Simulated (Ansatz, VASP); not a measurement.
# Two plane-wave programs on Au

INCAR

```
ALGO = Normal
EDIFF = 1E-6
EDIFFG = -0.04
ENCUT = 600
GGA = PE
IBRION = 2
ISIF = 3
ISMEAR = 0
LASPH = True
LCHARG = False
LREAL = False
LWAVE = False
NELM = 60
NSW = 90
PREC = Accurate
SIGMA = 0.1
```

File KPOINTS:

```
k-points
0
Gamma
  4 4 4
```

POSCAR

```
Au
1.0
    2.2416747872     -3.7992230503      0.0000000000
    2.2416747872      3.7992230503      0.0000000000
    0.0000000000      0.0000000000      4.4893131936
Au
4
Direct
    0.1525000000      0.8475000000      0.0785000000
    0.6525000000      0.3475000000      0.4215000000
    0.8475000000      0.1525000000      0.9215000000
    0.3475000000      0.6525000000      0.5785000000
```

Input for Ansatz:

```yaml
crystal:
  lattice:
    - [2.2416747872, -3.7992230503, 0.0]
    - [2.2416747872, 3.7992230503, 0.0]
    - [0.0, 0.0, 4.4893131936]
  atoms:
    - { symbol: Au, position: [0.1525, 0.8475, 0.0785] }
    - { symbol: Au, position: [0.6525, 0.3475, 0.4215] }
    - { symbol: Au, position: [0.8475, 0.1525, 0.9215] }
    - { symbol: Au, position: [0.3475, 0.6525, 0.5785] }
basis:
  ecutwfc: 420
kpoints:
  mp_grid: { grid: [4, 4, 4] }
hamiltonian:
  xc: pbe
scf:
  occupations: { method: gaussian, width: 0.1 }
  lower_state_search: "off"
output:
  forces: true
  stress: true
  eigenvalues: true
relax:
  adjacent_minimum: "off"
  f_tol: 0.04
  max_steps: 70
  cell: { stress_tol: 0.4 }
```

Alike in both runs: task relaxation of cell and atoms; functional PBE; k mesh 4 × 4 × 4; occupations gaussian, width 0.1 eV; no spin polarisation.

|  | VASP | Ansatz |
| --- | --- | --- |
| version | VASP 6.6.1 | Ansatz 0.2.0 |
| potentials or method | VASP PAW PBE potentials, release 64 (Au), cutoff 600 eV | scalar-relativistic, plane waves, PAW |
| valence electrons in the cell | 44 | 76 |

|  | VASP | Ansatz | Ansatz less VASP |
| --- | --- | --- | --- |
| gap on the k mesh at the Fermi level, each at its own relaxed structure (eV) | none | none | - |
| relaxed volume (Å³/atom) | 17.93 | 18.33 | +0.399 |
| relaxed length of the cell vector where the two differ most in proportion (Å) | 6.109 | 5.654 | -0.4553 |

A gap of «none» marks a metal or a gap that the smearing closes. One of these differences is far larger than is usual between the two programs; its cause wasn't traced. VASP's potentials hold 44 valence electrons a cell and Ansatz's 76, so a difference there can come from the potentials and not from the codes.

The k mesh is coarse, so the values compare programs but aren't converged. Neither program's run includes spin-orbit coupling.
